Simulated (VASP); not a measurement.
## As: single point with PBEsol

As:

```xyz
1
Lattice="2.5796 0.0000 0.0000 0.0000 2.5796 0.0000 0.0000 0.0000 2.5796" Properties=species:S:1:pos:R:3 pbc="T T T"
As    0.0000    0.0000    0.0000
```

This cell differs from its parent crystal: volume scaled by 0.88.

```yaml
Program: VASP 6.6.1
Task: single point
Functional: PBEsol
Potentials_or_basis: VASP PAW PBE potentials, release 64 (As)
Cutoff: 520 eV
k_mesh: 13 × 13 × 13
Occupations: fermi-dirac, width 0.1 eV
Spin: no spin polarisation
```

```json
{
 "Pressure": "16.0 GPa"
}
```

Levels at points of the mesh, in eV from the Fermi level:
| k point | band 1 | band 2 | band 3 | band 4 | band 5 |
| --- | --- | --- | --- | --- | --- |
| (0.00, 0.00, 0.00) | -16.50 | 4.59 | 4.59 | 4.59 | 8.52 |

Wall time 25 s on 1 thread of AMD EPYC 7R13 (shared host), peak memory 0.1 GiB.

Caveat: the PAW data sets were made with another functional, which shifts forces and pressure a little.
